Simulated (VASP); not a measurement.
Here is a VASP 6.6.1 calculation.

The input INCAR:

```
SYSTEM = GaAs
  PREC = Accurate
  ENCUT = 520
  EDIFF = 1E-6
  ISMEAR = -1
  SIGMA = 0.05
  LREAL = .FALSE.
  LASPH = .TRUE.
  NELM = 60
  ALGO = Normal
  ISIF = 2
  LWAVE = .FALSE.
  LCHARG = .TRUE.
  GGA = PE
  LELF = .TRUE.
  LVHAR = .TRUE.
  NBANDS = 16
```

Contents of KPOINTS:

```
regular mesh
0
G
  11 11 11
  0 0 0
```

The input POSCAR:

```
GaAs
1.0
    0.0000000000      2.8548404342      2.8548404342
    2.8548404342      0.0000000000      2.8548404342
    2.8548404342      2.8548404342      0.0000000000
Ga As
1 1
Direct
    0.0000000000      0.0000000000      0.0000000000
    0.7500000000      0.7500000000      0.7500000000
```

Potentials or basis: VASP PAW PBE potentials, release 64 (Ga_d, As).

Launch:

```sh
$ cat potpaw_PBE.64/Ga_d/POTCAR potpaw_PBE.64/As/POTCAR > POTCAR
$ mpirun -np 1 vasp_std > vasp.out
```

**Question.** What does it give for the pressure?

**Answer.** 1.4 GPa.

**Question.** Estimate the band gap on the k mesh.

**Answer.** 0.30 eV, direct.
